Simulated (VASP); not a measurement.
Input of a VASP 6.6.1 run:

Contents of POSCAR:

```
CuO
1.0
    2.1247350000     -2.0304310000      0.0000000000
    2.1247350000      2.0304310000      0.0000000000
   -0.2253380000      0.0000000000      5.1557990000
Cu O
2 2
Direct
    0.5000000000      0.0000000000      0.5000000000
    0.0000000000      0.5000000000      0.0000000000
    0.5138720000      0.4861280000      0.2500000000
    0.4861280000      0.5138720000      0.7500000000
```

INCAR.step1

```
SYSTEM = CuO
PREC     = Accurate       ! precision mode
ENCUT    = 520            ! plane-wave cutoff, eV
ISMEAR   = 0              ! smearing method
SIGMA    = 0.1            ! smearing width, eV
LREAL    = .FALSE.        ! projectors in reciprocal space
LASPH    = .TRUE.         ! aspherical terms in the spheres
NELM     = 150            ! most SCF steps
ISPIN    = 2              ! spin polarisation
MAGMOM   = 1 1 0 0        ! initial moments
LMAXMIX  = 4              ! l up to which the mixer works
LDAU     = .TRUE.         ! DFT+U
LDAUTYPE = 2            
LDAUL    = 2 -1           ! shell
LDAUU    = 4 0            ! U, eV
LDAUJ    = 0 0          
NBANDS   = 29             ! bands
GGA      = PE             ! functional
ALGO     = Normal         ! electronic algorithm
EDIFF    = 1E-4           ! SCF threshold, eV
LWAVE    = .TRUE.         ! write WAVECAR
LCHARG   = .FALSE.        ! write CHGCAR
```

File INCAR.step2:

```
SYSTEM = CuO
PREC     = Accurate       ! precision mode
ENCUT    = 520            ! plane-wave cutoff, eV
EDIFF    = 1E-6           ! SCF threshold, eV
ISMEAR   = 0              ! smearing method
SIGMA    = 0.1            ! smearing width, eV
LREAL    = .FALSE.        ! projectors in reciprocal space
LASPH    = .TRUE.         ! aspherical terms in the spheres
NELM     = 150            ! most SCF steps
ALGO     = Normal         ! electronic algorithm
ISIF     = 2              ! what is computed and relaxed
LWAVE    = .FALSE.        ! write WAVECAR
LCHARG   = .TRUE.         ! write CHGCAR
ISPIN    = 2              ! spin polarisation
MAGMOM   = 1 1 0 0        ! initial moments
LORBIT   = 11             ! projections on sites
LMAXMIX  = 4              ! l up to which the mixer works
LDAU     = .TRUE.         ! DFT+U
LDAUTYPE = 2            
LDAUL    = 2 -1           ! shell
LDAUU    = 4 0            ! U, eV
LDAUJ    = 0 0          
LDAUPRINT= 1            
METAGGA  = R2SCAN         ! meta-GGA
LMIXTAU  = .TRUE.       
LELF     = .TRUE.         ! ELF
LVHAR    = .TRUE.       
NBANDS   = 29             ! bands
ISTART   = 1
```

KPOINTS

```
regular mesh
0
G
  6 6 4
  0 0 0
```

Potentials or basis: VASP PAW PBE potentials, release 64 (Cu, O).

Launch:

```bash
$ cat potpaw_PBE.64/Cu/POTCAR potpaw_PBE.64/O/POTCAR > POTCAR
$ cp INCAR.step1 INCAR
$ mpirun -np 1 vasp_std > vasp.out
$ cp INCAR.step2 INCAR
$ mpirun -np 1 vasp_std > vasp.out
```

**Question.** What does it give for the pressure?

**Answer.** -5.8 GPa.

**Question.** What does it give for the largest force?

**Answer.** 0.004 eV/Å.

**Question.** What does it give for the site moments?

**Answer.** Cu +0.70; O +0.28 μB.

**Question.** Estimate the net moment.

**Answer.** 2.00 μB per cell.

Eigenvalues of the final occupation matrices:
| site | spin | trace | eigenvalues |
| --- | --- | --- | --- |
| site 1 d | 1 | 4.91 | 0.95 0.97 0.98 0.98 1.03 |
| site 1 d | 2 | 4.21 | 0.35 0.94 0.97 0.97 0.98 |
| site 2 d | 1 | 4.91 | 0.95 0.97 0.98 0.98 1.03 |
| site 2 d | 2 | 4.21 | 0.35 0.94 0.97 0.97 0.98 |

Caveat: the cell stands under tension; the PAW data sets were made with another functional, which shifts forces and pressure a little.
